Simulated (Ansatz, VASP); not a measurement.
Zn in VASP and in Ansatz

INCAR

```
  PREC = Accurate
  ENCUT = 520
  EDIFF = 1E-7
  ISMEAR = 0
  SIGMA = 0.15
  LREAL = F
  LASPH = T
  NELM = 100
  ALGO = Fast
  ISIF = 2
  LWAVE = F
  LCHARG = F
  GGA = PS
  NBANDS = 19
```

File KPOINTS:

```
regular mesh
0
Gamma
  24 24 10
```

Contents of POSCAR:

```
Zn
1.0
    2.6647980532      0.0000000000      0.0000000000
   -1.3323990266      2.3077828100      0.0000000000
    0.0000000000      0.0000000000      4.9467000000
Zn
2
Direct
    0.3333333333      0.6666666667      0.2500000000
    0.6666666667      0.3333333333      0.7500000000
```

Input for Ansatz:

```yaml
crystal:
  lattice:
    - [2.6647980532, 0.0, 0.0]
    - [-1.3323990266, 2.30778281, 0.0]
    - [0.0, 0.0, 4.9467]
  atoms:
    - { symbol: Zn, position: [0.3333333333, 0.6666666667, 0.25] }
    - { symbol: Zn, position: [0.6666666667, 0.3333333333, 0.75] }
basis:
  ecutwfc: 420
kpoints:
  mp_grid: { grid: [24, 24, 10] }
hamiltonian:
  xc: pbesol
scf:
  occupations: { method: gaussian, width: 0.15 }
output:
  forces: true
  stress: true
  eigenvalues: true
  write_density: true
  write_potential: true
  elf: true
  volumetric_format: npy
```

Alike in both runs: task single point; functional PBEsol; k mesh 24 × 24 × 10; occupations gaussian, width 0.15 eV; no spin polarisation.

|  | VASP | Ansatz |
| --- | --- | --- |
| version | VASP 6.6.1 | Ansatz 0.2.0 |
| potentials or method | VASP PAW PBE potentials, release 64 (Zn), cutoff 520 eV | scalar-relativistic, plane waves, PAW |
| valence electrons in the cell | 24 | 24 |

Ansatz gave:

- gap on the k mesh at the Fermi level (eV): none
- pressure (GPa): -5.4
- traceless stress, the component that is largest in VASP (GPa): 2.06

Question: Which values does VASP return?

Answer: gap on the k mesh at the Fermi level (eV): none; pressure (GPa): -5.1; traceless stress, the component that is largest in VASP (GPa): 1.94.

VASP's potentials were made for PBE, not for PBEsol. A gap of «none» marks a metal or a gap that the smearing closes.
